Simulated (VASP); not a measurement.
# CuSi16 (a cell with a defect) in VASP: a series of runs, part 2 of 2

VASP 6.6.1. Earlier steps stand in the parts before.

**3. Single point, PBE**

Input file INCAR:

```
PREC = Accurate
ENCUT = 520
EDIFF = 1E-6
ISMEAR = 0
SIGMA = 0.05
LREAL = Auto
LASPH = T
NELM = 100
ALGO = Normal
ISIF = 2
LWAVE = F
LCHARG = F
GGA = PE
NBANDS = 52
NELECT = 74.0
```

Input file KPOINTS:

```
Automatic mesh
0
Gamma
  2 2 2
```

Input file POSCAR:

```
CuSi16
1.0
    0.0000000000      5.4300000000      5.4300000000
    5.4300000000      0.0000000000      5.4300000000
    5.4300000000      5.4300000000      0.0000000000
Si Cu
16 1
Direct
    0.0108070902      0.0150651013     -0.0348483425
    0.1224340700      0.1175338858      0.1205810313
   -0.0011244936      0.0004410681      0.4922027624
    0.1356647330      0.1348512891      0.5937796501
   -0.0175669429      0.5094665746      0.0035886740
    0.1187238490      0.6428750460      0.1195343462
    0.0003395028      0.5087341621      0.4915573665
    0.1152294659      0.6268134438      0.6308535912
    0.5093136280     -0.0234250460      0.0060419890
    0.6409534070      0.1171316759      0.1199716390
    0.5086327808      0.0011359116      0.4916060773
    0.6264704420      0.1140965930      0.6330273481
    0.5050041436      0.5088636280      0.0033498158
    0.6139305709      0.6054979742      0.1660313076
    0.4875835175      0.4881538674      0.5379347145
    0.6278737569      0.6274883057      0.6305604972
    0.3317950276      0.3284143646      1.0080883978
```

Potentials or basis: VASP PAW PBE potentials, release 64 (Si, Cu).

Run with:

```bash
$ cat potpaw_PBE.64/Si/POTCAR potpaw_PBE.64/Cu/POTCAR > POTCAR
$ mpirun -np 1 vasp_std > vasp.out
```

OUTCAR:

```text
PREC = Accurate
   ENCUT = 520
   EDIFF = 1E-6
   ISMEAR = 0
   LREAL = Auto
   LASPH = T
   NELM = 100
   ISIF = 2
   GGA = PE
   NELECT = 74.0

 ion  position               nearest neighbor table
   1  0.011  0.015  0.965-   2 2.33   4 2.33  10 2.33   6 2.34
   2  0.122  0.118  0.121-   1 2.33   3 2.33  17 2.40   9 2.43   5 2.46
   3  0.999  0.000  0.492-   2 2.33  12 2.34   4 2.34   8 2.34
   4  0.136  0.135  0.594-   1 2.33   3 2.34  11 2.34   7 2.35
   5  0.982  0.509  0.004-  14 2.33  17 2.33   8 2.34   6 2.42   2 2.46
   6  0.119  0.643  0.120-   7 2.33   1 2.34   5 2.42  13 2.42  17 2.44
   7  0.000  0.509  0.492-   6 2.33   8 2.34  16 2.34   4 2.35
   8  0.115  0.627  0.631-   7 2.34   5 2.34  15 2.34   3 2.34
   9  0.509  0.977  0.006-  14 2.34  12 2.34  17 2.34  10 2.42   2 2.43
  10  0.641  0.117  0.120-   1 2.33  11 2.33  17 2.41   9 2.42  13 2.46
  11  0.509  0.001  0.492-  10 2.33  12 2.34   4 2.34  16 2.34
  12  0.626  0.114  0.633-  11 2.34   3 2.34   9 2.34  15 2.35
  13  0.505  0.509  0.003-  14 2.32  17 2.33  16 2.34   6 2.42  10 2.46
  14  0.614  0.605  0.166-  13 2.32   5 2.33  15 2.33   9 2.34
  15  0.488  0.488  0.538-  14 2.33  16 2.34   8 2.34  12 2.35  17 2.95
  16  0.628  0.627  0.631-   7 2.34  13 2.34  15 2.34  11 2.34
  17  0.332  0.328  0.008-  13 2.33   5 2.33   9 2.34   2 2.40  10 2.41   6 2.44  15 2.95

  LATTYP: Found a face centered cubic cell.
 ALAT       =    10.8600000000

  Lattice vectors:

 A1 = (   0.0000000000,   5.4300000000,   5.4300000000)
 A2 = (   5.4300000000,   0.0000000000,   5.4300000000)
 A3 = (   5.4300000000,   5.4300000000,   0.0000000000)

Analysis of symmetry for initial positions (statically):
=====================================================================
 Subroutine PRICEL returns:
 Original cell was already a primitive cell.

 Routine SETGRP: Setting up the symmetry group for a
 face centered cubic supercell.

 Subroutine GETGRP returns: Found  1 space group operations
 (whereof  1 operations were pure point group operations)
 out of a pool of 48 trial point group operations.

The static configuration has the point symmetry C_1 .

Analysis of symmetry for dynamics (positions and initial velocities):
=====================================================================
 Subroutine PRICEL returns:
 Original cell was already a primitive cell.

 Routine SETGRP: Setting up the symmetry group for a
 face centered cubic supercell.

 Subroutine GETGRP returns: Found  1 space group operations
 (whereof  1 operations were pure point group operations)
 out of a pool of 48 trial point group operations.

The dynamic configuration has the point symmetry C_1 .

 Subroutine INISYM returns: Found  1 space group operations
 (whereof  1 operations are pure point group operations),
 and found     1 'primitive' translations

----------------------------------------------------------------------------------------

                                     Primitive cell

  volume of cell :     320.2060

  direct lattice vectors                    reciprocal lattice vectors
     0.000000000  5.430000000  5.430000000    -0.092081031  0.092081031  0.092081031
     5.430000000  0.000000000  5.430000000     0.092081031 -0.092081031  0.092081031
[... 77 lines left out ...]
  0.500000  0.500000  0.000000      1.000000
  0.000000  0.500000  0.500000      1.000000
  0.500000  0.000000  0.500000      1.000000
   k-points           NKPTS =      8   k-points in BZ     NKDIM =      8   number of bands    NBANDS=     52
   number of dos      NEDOS =    301   number of ions     NIONS =     17
   total plane-waves  NPLWV = 216000
   dimension x,y,z NGX =    60 NGY =   60 NGZ =   60
   dimension x,y,z NGXF=   120 NGYF=  120 NGZF=  120
   ions per type =              16   1
   NGX,Y,Z   is equivalent  to a cutoff of  12.99, 12.99, 12.99 a.u.
   NGXF,Y,Z  is equivalent  to a cutoff of  25.98, 25.98, 25.98 a.u.
 SYSTEM =  unknown system
   PREC   = accura    normal or accurate (medium, high low for compatibility)
   ISTART =      0    job   : 0-new  1-cont  2-samecut
   ICHARG =      2    charge: 1-file 2-atom 10-const
   ISPIN  =      1    spin polarized calculation?
   LNONCOLLINEAR =      F non collinear calculations
   LSORBIT =      F    spin-orbit coupling
   LASPH  =      T    aspherical Exc in radial PAW
   ENCUT  =  520.0 eV  38.22 Ry    6.18 a.u.  14.28 14.28 14.28*2*pi/ulx,y,z
   NELM   =    100;   NELMIN=  2; NELMDL= -5     # of ELM steps
   EDIFF  = 0.1E-05   stopping-criterion for ELM
   LREAL  =      T    real-space projection
   EDIFFG = 0.1E-04   stopping-criterion for IOM
   NSW    =      0    number of steps for IOM
   IBRION =     -1    ionic relax: 0-MD 1-quasi-New 2-CG
   NFREE  =      0    steps in history (QN), initial steepest desc. (CG)
   ISIF   =      2    stress and relaxation
   ISYM   =      2    0-nonsym 1-usesym 2-fastsym
   POTIM  = 0.5000    time-step for ionic-motion
   TEBEG  =    0.0;   TEEND  =   0.0 temperature during run
   PSTRESS=    0.0 pullay stress
   NELECT =      74.0000    total number of electrons
   NUPDOWN=      -1.0000    fix difference up-down
   EMIN   =  10.00;   EMAX   =-10.00  energy-range for DOS
   EFERMI =   0.00;   METHOD = LEGACY
   ISMEAR =     0;   SIGMA  =   0.05  broadening in eV -4-tet -1-fermi 0-gaus
   EFERMI_NEDOS =   21; number of points for ismear=-14 and -15
   IALGO  =     38    algorithm
   IMIX   =      4    mixing-type and parameters
     AMIX     =   0.40;   BMIX     =  1.00
     AMIX_MAG =   1.60;   BMIX_MAG =  1.00
  volume/ion in A,a.u.               =      18.84       127.11
  Fermi-wavevector in a.u.,A,eV,Ry     =   1.004636  1.898488 13.732283  1.009294
  Thomas-Fermi vector in A             =   2.137265
   LORBIT       =      0    0 simple, 1 ext, 2 COOP (PROOUT), +10 PAW based schemes
   GGA     = PE    functional components
   LHFCALC =     F    Hartree Fock is set to
   AEXX    =    0.0000 exact exchange contribution
   IVDW    =     0    specifies the selected vdW correction
   LEPSILON=     F    determine dielectric tensor
   LRPA    =     F    only Hartree local field effects (RPA)
 non-spin polarized calculation
 Gauss-broadening in eV      SIGMA  =   0.05
  energy-cutoff  :      520.00
  volume of cell :      320.21
 maximum number of plane-waves:      8646
 NGX is ok and might be reduce to    60
   NGX = 29   NGY = 29   NGZ = 29

 number of electron      74.0000002 magnetization

 Free energy of the ion-electron system (eV)
  ---------------------------------------------------
  ext. energy  EPLUGINS =         0.00000000
  ---------------------------------------------------
  free energy    TOTEN  =       -94.19882727 eV

  energy without entropy =      -94.19655706  energy(sigma->0) =      -94.19769217

 E-fermi :   6.4344     XC(G=0):  -9.6130

 val. band max:        6.3811329736   @ k =   0.0000   0.0000   0.0000
 cond. band min:       6.4875988077   @ k =   0.0000   0.0000   0.0000
 fundamental gap:      0.1064658341
 Fermi energy:         6.4343658585

 k-point     1 :       0.0000    0.0000    0.0000
  band No.  band energies     occupation
      1      -5.8932      2.00000
      2      -3.5401      2.00000
      3      -3.5024      2.00000
      4      -3.4811      2.00000
      5      -3.4722      2.00000
      6      -1.9616      2.00000
[... 405 lines left out ...]
     48      10.4335      0.00000
     49      10.4624      0.00000
 [bands above 49 left out]

------------------------ aborting loop because EDIFF is reached ----------------------------------------

  FORCE on cell =-STRESS in cart. coord.  units (eV):
  Direction    XX          YY          ZZ          XY          YZ          ZX
  --------------------------------------------------------------------------------------
  -------------------------------------------------------------------------------------
  Total       -1.6105185     -1.0809728     -0.9623240      0.3266547      0.5155824     -0.2183204
  in kB       -8.0583627     -5.4087371     -4.8150679      1.6344436      2.5797594     -1.0923841
  external PRESSURE =      -6.0940559 kB  Pullay stress =       0.0000000 kB

 VOLUME and BASIS-vectors are now :
 -----------------------------------------------------------------------------
  energy-cutoff  :      520.00
  volume of cell :      320.21
      direct lattice vectors                 reciprocal lattice vectors
     0.000000000  5.430000000  5.430000000    -0.092081031  0.092081031  0.092081031
     5.430000000  0.000000000  5.430000000     0.092081031 -0.092081031  0.092081031
     5.430000000  5.430000000  0.000000000     0.092081031  0.092081031 -0.092081031

 POSITION                                       TOTAL-FORCE (eV/Angst)
 -----------------------------------------------------------------------------------
      5.32258      5.29946      0.14049         0.010247      0.013085     -0.012535
      1.29296      1.31957      1.30303         0.005407      0.001123     -0.001042
      2.67506      8.09655      5.42629         0.003072      0.003356      0.000269
      3.95647      3.96088      1.46890         0.010052      0.009083     -0.008314
      2.78589      5.35410      8.10102         0.009775      0.007189     -0.013390
      4.13988      1.29374      4.13548        -0.000797     -0.001952     -0.003707
[... 9 lines left out ...]
      6.83120      6.83330      6.81662         0.004007     -0.000533     -0.008349
      1.82721      1.84557      3.58494        -0.061669     -0.068256      0.074602
 -----------------------------------------------------------------------------------
    total drift:                                0.001271     -0.001219     -0.003255

  FREE ENERGIE OF THE ION-ELECTRON SYSTEM (eV)
  ---------------------------------------------------
  free  energy   TOTEN  =       -94.1988272696 eV

  energy  without entropy=      -94.1965570624  energy(sigma->0) =      -94.19769217
```

Run time: 3 min. Hardware: 1 thread of Intel Xeon 6975P-C (Granite Rapids), shared host; peak memory 0.49 GiB.

What came out:

| Item | Value |
| --- | --- |
| Free energy | -94.1988 eV |
| Largest force | 0.118 eV/Å |

Forces in eV/Å, atoms in the order of the input:
```
Si   0.010  0.013 -0.013
Si   0.005  0.001 -0.001
Si   0.003  0.003  0.000
Si   0.010  0.009 -0.008
Si   0.010  0.007 -0.013
Si  -0.001 -0.002 -0.004
Si   0.006 -0.003  0.002
Si   0.003 -0.005  0.000
Si   0.001  0.022 -0.017
Si   0.003 -0.007 -0.009
Si  -0.001  0.008  0.001
Si  -0.001  0.002 -0.002
Si   0.013  0.020  0.002
Si  -0.005 -0.001 -0.003
Si   0.001  0.002 -0.001
Si   0.004 -0.001 -0.008
Cu  -0.062 -0.068  0.075
```

Levels at points of the mesh, in eV from the Fermi level:
| k point | band 33 | band 34 | band 35 | band 36 | band 37 | band 38 | band 39 | band 40 | band 41 | band 42 |
| --- | --- | --- | --- | --- | --- | --- | --- | --- | --- | --- |
| (0.00, 0.00, 0.00) | -1.18 | -1.13 | -0.58 | -0.22 | -0.05 | 0.05 | 0.18 | 0.54 | 0.56 | 0.71 |
| (0.50, 0.00, 0.00) | -2.04 | -1.06 | -0.96 | -0.93 | -0.76 | 0.59 | 1.05 | 1.12 | 1.28 | 1.39 |
| (0.00, 0.50, 0.00) | -2.05 | -1.04 | -0.99 | -0.94 | -0.80 | 0.57 | 1.05 | 1.11 | 1.26 | 1.38 |
| (0.00, 0.00, 0.50) | -2.19 | -0.95 | -0.93 | -0.62 | -0.50 | 0.53 | 0.96 | 1.38 | 1.40 | 1.55 |
| (0.50, 0.50, 0.50) | -2.04 | -1.06 | -0.96 | -0.93 | -0.75 | 0.60 | 1.05 | 1.13 | 1.28 | 1.40 |
| (0.50, 0.50, 0.00) | -1.87 | -1.60 | -1.54 | -1.48 | -1.16 | 0.67 | 0.86 | 1.86 | 2.04 | 2.17 |
| (0.00, 0.50, 0.50) | -1.86 | -1.62 | -1.52 | -1.46 | -1.21 | 0.67 | 0.86 | 1.87 | 2.04 | 2.17 |
| (0.50, 0.00, 0.50) | -1.87 | -1.61 | -1.54 | -1.47 | -1.17 | 0.67 | 0.86 | 1.86 | 2.04 | 2.17 |

Caveat: the k points lie up to 0.50 Å⁻¹ apart; the cell carries a net charge on a neutralising background, which shifts energy and pressure; the cell is charged against a uniform background, so pressure and absolute levels hang on convention.

**4. Single point, PBE**

Input file INCAR:

```
ALGO = Normal
EDIFF = 1E-7
ENCUT = 520
GGA = PE
ISIF = 2
ISMEAR = 0
LASPH = True
LCHARG = False
LREAL = Auto
LWAVE = False
NBANDS = 52
NELECT = 74.0
NELM = 80
PREC = Accurate
SIGMA = 0.05
```

Input file KPOINTS:

```
k-points
0
Gamma
  2 2 2
```

Input file POSCAR:

```
CuSi16
1.0
    0.0000000000      5.4300000000      5.4300000000
    5.4300000000      0.0000000000      5.4300000000
    5.4300000000      5.4300000000      0.0000000000
Si Cu
16 1
Direct
    0.0122368324      0.0189598527     -0.0411204420
    0.1207604052      0.1161906077      0.1210572744
   -0.0020906077     -0.0023515654      0.4938771639
    0.1379151934      0.1365606814      0.5871232965
   -0.0155402394      0.5081387661      0.0048809392
    0.1164916206      0.6478093002      0.1188487109
   -0.0004750460      0.5104310313      0.4919382136
    0.1166697974      0.6240036832      0.6332950276
    0.5075844383     -0.0184474217      0.0051568140
    0.6437268877      0.1154191529      0.1208891344
    0.5101767956     -0.0013651934      0.4936974217
    0.6254052486      0.1160463168      0.6332205341
    0.5033461326      0.5072199816      0.0039256906
    0.6144345304      0.6094923573      0.1601787293
    0.4897960405      0.4901360037      0.5317814917
    0.6271581952      0.6250395948      0.6322902394
    0.2950166667      0.2961923573      1.1142938306
```

Run with:

```bash
$ cat potpaw_PBE.64/Si/POTCAR potpaw_PBE.64/Cu/POTCAR > POTCAR
$ mpirun -np 1 vasp_std > vasp.out
```

Run time: 3.3 min. Hardware: 1 thread of Intel Xeon 6975P-C (Granite Rapids), shared host; peak memory 0.49 GiB.

Results (log left out):

```yaml
Free_energy: -94.1968 eV
Largest_force: 0.120 eV/Å
```

Forces on the atoms (eV/Å):
```
Si  -0.007  0.002 -0.003
Si  -0.002 -0.011 -0.002
Si  -0.011 -0.003  0.001
Si  -0.002 -0.008  0.007
Si  -0.004 -0.002 -0.009
Si   0.002 -0.017  0.007
Si  -0.004 -0.010  0.012
Si   0.000  0.005  0.012
Si  -0.007  0.006  0.002
Si  -0.001 -0.011 -0.007
Si  -0.013  0.013  0.007
Si   0.006 -0.008  0.007
Si   0.000  0.016  0.015
Si  -0.014 -0.010  0.006
Si  -0.027 -0.013  0.011
Si  -0.005 -0.014 -0.019
Cu   0.088  0.066 -0.049
```

Levels at points of the mesh, in eV from the Fermi level:
| k point | band 33 | band 34 | band 35 | band 36 | band 37 | band 38 | band 39 | band 40 | band 41 | band 42 |
| --- | --- | --- | --- | --- | --- | --- | --- | --- | --- | --- |
| (0.00, 0.00, 0.00) | -1.18 | -1.13 | -0.57 | -0.22 | -0.05 | 0.05 | 0.17 | 0.54 | 0.57 | 0.71 |
| (0.50, 0.00, 0.00) | -2.04 | -1.06 | -0.96 | -0.93 | -0.76 | 0.60 | 1.04 | 1.12 | 1.28 | 1.39 |
| (0.00, 0.50, 0.00) | -2.05 | -1.04 | -0.99 | -0.94 | -0.80 | 0.57 | 1.05 | 1.11 | 1.26 | 1.38 |
| (0.00, 0.00, 0.50) | -2.19 | -0.95 | -0.93 | -0.62 | -0.50 | 0.53 | 0.96 | 1.39 | 1.41 | 1.55 |
| (0.50, 0.50, 0.50) | -2.04 | -1.06 | -0.96 | -0.93 | -0.75 | 0.60 | 1.04 | 1.13 | 1.28 | 1.40 |
| (0.50, 0.50, 0.00) | -1.86 | -1.61 | -1.53 | -1.48 | -1.16 | 0.67 | 0.86 | 1.86 | 2.05 | 2.18 |
| (0.00, 0.50, 0.50) | -1.85 | -1.62 | -1.51 | -1.46 | -1.21 | 0.67 | 0.86 | 1.87 | 2.04 | 2.17 |
| (0.50, 0.00, 0.50) | -1.87 | -1.61 | -1.53 | -1.47 | -1.17 | 0.67 | 0.86 | 1.86 | 2.05 | 2.18 |

Caveat: the k points lie up to 0.50 Å⁻¹ apart; the cell carries a net charge on a neutralising background, which shifts energy and pressure; the cell is charged against a uniform background, so pressure and absolute levels hang on convention.

**5. Single point, PBE**

Input file INCAR:

```
PREC     = Accurate       # precision mode
ENCUT    = 520            # plane-wave cutoff, eV
EDIFF    = 1E-6           # SCF threshold, eV
ISMEAR   = 0              # smearing method
SIGMA    = 0.05           # smearing width, eV
LREAL    = Auto         
LASPH    = True           # aspherical terms in the spheres
NELM     = 80             # most SCF steps
ALGO     = Normal         # electronic algorithm
ISIF     = 2              # what is computed and relaxed
LWAVE    = False          # write WAVECAR
LCHARG   = False          # write CHGCAR
GGA      = PE             # functional
NELECT   = 74.0         
NBANDS   = 52             # bands
```

Input file KPOINTS:

```
regular mesh
0
Gamma
  2 2 2
```

Input file POSCAR:

```
CuSi16
1.0
    0.0000000000      5.4300000000      5.4300000000
    5.4300000000      0.0000000000      5.4300000000
    5.4300000000      5.4300000000      0.0000000000
Si Cu
16 1
Direct
    0.0085821363      0.0222561694     -0.0386134438
    0.1208627993      0.1160493554      0.1230622468
   -0.0031499079     -0.0051464088      0.4970084715
    0.1382853591      0.1343299263      0.5896768877
   -0.0099090239      0.5061611418      0.0045848987
    0.1160760589      0.6509112339      0.1175664825
   -0.0013931860      0.5113950276      0.4920000000
    0.1212124309      0.6206929098      0.6324914365
    0.5038342541     -0.0134674033      0.0065723757
    0.6407707182      0.1160941068      0.1229668508
    0.5118771639     -0.0050880295      0.4969123389
    0.6243126151      0.1178995396      0.6339906998
    0.4998373849      0.5060567219      0.0044972376
    0.6187964088      0.6125444751      0.1503339779
    0.4936820442      0.4917802026      0.5214790976
    0.6262001842      0.6207749540      0.6324011050
    0.2760098527      0.2844004604      1.1641398711
```

Run with:

```bash
$ cat potpaw_PBE.64/Si/POTCAR potpaw_PBE.64/Cu/POTCAR > POTCAR
$ mpirun -np 1 vasp_std > vasp.out
```

It took 3.3 min on 1 thread of Intel Xeon 6975P-C (Granite Rapids), shared host; peak memory 0.49 GiB.

The run converged. Its results:

| Quantity | Value |
| --- | --- |
| Free energy | -94.2227 eV |
| Largest force | 0.018 eV/Å |

Forces on the atoms (eV/Å):
```
Si  -0.001  0.012 -0.012
Si   0.003 -0.005  0.009
Si  -0.008 -0.003  0.002
Si   0.018 -0.002  0.001
Si  -0.006 -0.004 -0.013
Si   0.006  0.000 -0.001
Si  -0.010  0.000  0.000
Si   0.009  0.003 -0.002
Si  -0.001  0.000 -0.003
Si   0.001 -0.008  0.003
Si  -0.007 -0.002  0.002
Si   0.006  0.006 -0.004
Si  -0.003  0.011  0.008
Si  -0.012 -0.009  0.010
Si  -0.014 -0.010  0.007
Si   0.007  0.004 -0.004
Cu   0.009  0.007 -0.004
```

Levels at points of the mesh, in eV from the Fermi level:
```tsv
k point	band 35	band 36	band 37	band 38	band 39	band 40
(0.00, 0.00, 0.00)	-0.63	-0.19	-0.07	0.07	0.39	0.59
(0.50, 0.00, 0.00)	-0.91	-0.85	-0.75	0.55	1.12	1.25
(0.00, 0.50, 0.00)	-0.89	-0.88	-0.80	0.50	1.15	1.23
(0.00, 0.00, 0.50)	-0.89	-0.65	-0.51	0.53	1.00	1.34
(0.50, 0.50, 0.50)	-0.91	-0.85	-0.75	0.55	1.12	1.25
(0.50, 0.50, 0.00)	-1.47	-1.43	-1.09	0.65	0.99	1.93
(0.00, 0.50, 0.50)	-1.50	-1.42	-1.12	0.67	0.98	1.95
(0.50, 0.00, 0.50)	-1.47	-1.43	-1.09	0.65	0.99	1.93
```

Caveat: the k points lie up to 0.50 Å⁻¹ apart; the cell carries a net charge on a neutralising background, which shifts energy and pressure; the cell is charged against a uniform background, so pressure and absolute levels hang on convention.
